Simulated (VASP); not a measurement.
Wanted: the native input for a VASP 6.6.1 run.

| Quantity | Value |
| --- | --- |
| Task | relaxation of volume and atoms at fixed shape |
| Functional | r2SCAN |
| Potentials or basis | VASP PAW PBE potentials, release 64 (Sc_sv, Al) |
| Cutoff | 600 eV |
| k mesh | 4 × 4 × 4 |
| Occupations | fermi-dirac, width 0.05 eV |
| Spin | no spin polarisation |
| Dipole correction | no |
| Further INCAR settings | ALGO = Normal; EDIFF = 1e-07; IBRION = 2; EDIFFG = -0.03; NSW = 60; ISIF = 8 |

The system is ScAl2.

```
Sc Al
1.0
     0.00000    3.77765    3.77765
     3.77765    0.00000    3.77765
     3.77765    3.77765    0.00000
Sc Al
2 4
Cartesian
  3.7777 3.7777 3.7777
  5.6665 5.6665 5.6665
  0.9444 0.9444 0.9444
  0.9444 2.8332 2.8332
  2.8332 0.9444 2.8332
  2.8332 2.8332 0.9444
```

One way to write it, as run:

POSCAR

```
ScAl2
1.0
    0.0000000000      3.7776530000      3.7776530000
    3.7776530000      0.0000000000      3.7776530000
    3.7776530000      3.7776530000      0.0000000000
Sc Al
2 4
Direct
    0.5000000000      0.5000000000      0.5000000000
    0.7500000000      0.7500000000      0.7500000000
    0.1250000000      0.1250000000      0.1250000000
    0.6250000000      0.1250000000      0.1250000000
    0.1250000000      0.6250000000      0.1250000000
    0.1250000000      0.1250000000      0.6250000000
```

INCAR.step1

```
PREC = Accurate
ENCUT = 600
ISMEAR = -1
SIGMA = 0.05
LREAL = F
LASPH = T
NELM = 80
GGA = PE
ALGO = Normal
EDIFF = 1E-4
LWAVE = T
LCHARG = F
```

INCAR.step2

```
PREC = Accurate
ENCUT = 600
EDIFF = 1E-7
ISMEAR = -1
SIGMA = 0.05
LREAL = F
LASPH = T
NELM = 80
ALGO = Normal
ISIF = 8
LWAVE = F
LCHARG = F
METAGGA = R2SCAN
LMIXTAU = T
IBRION = 2
NSW = 60
EDIFFG = -0.03
ISTART = 1
```

KPOINTS

```
Automatic mesh
0
Gamma
  4 4 4
```

Potentials or basis: VASP PAW PBE potentials, release 64 (Sc_sv, Al).

Run with:

```bash
$ cat potpaw_PBE.64/Sc_sv/POTCAR potpaw_PBE.64/Al/POTCAR > POTCAR
$ cp INCAR.step1 INCAR
$ mpirun -np 1 vasp_std > vasp.out
$ cp INCAR.step2 INCAR
$ mpirun -np 1 vasp_std > vasp.out
```

Results of the run:

```json
{
  "Pressure after relaxing": "0.2 GPa",
  "Band gap on the k mesh": "zero (band 17 reaches 7.32 eV, above the bottom of band 18 at 4.73 eV)"
}
```

Caveat: the k points lie up to 0.36 Å⁻¹ apart in the final cell; the relaxation stopped at its first step, so nothing moved; the PAW data sets were made with another functional, which shifts forces and pressure a little.

Wall time 3.7 min on 1 thread of Oxide Virtual Turin-like Processor, on a shared host, peak memory 0.32 GiB.
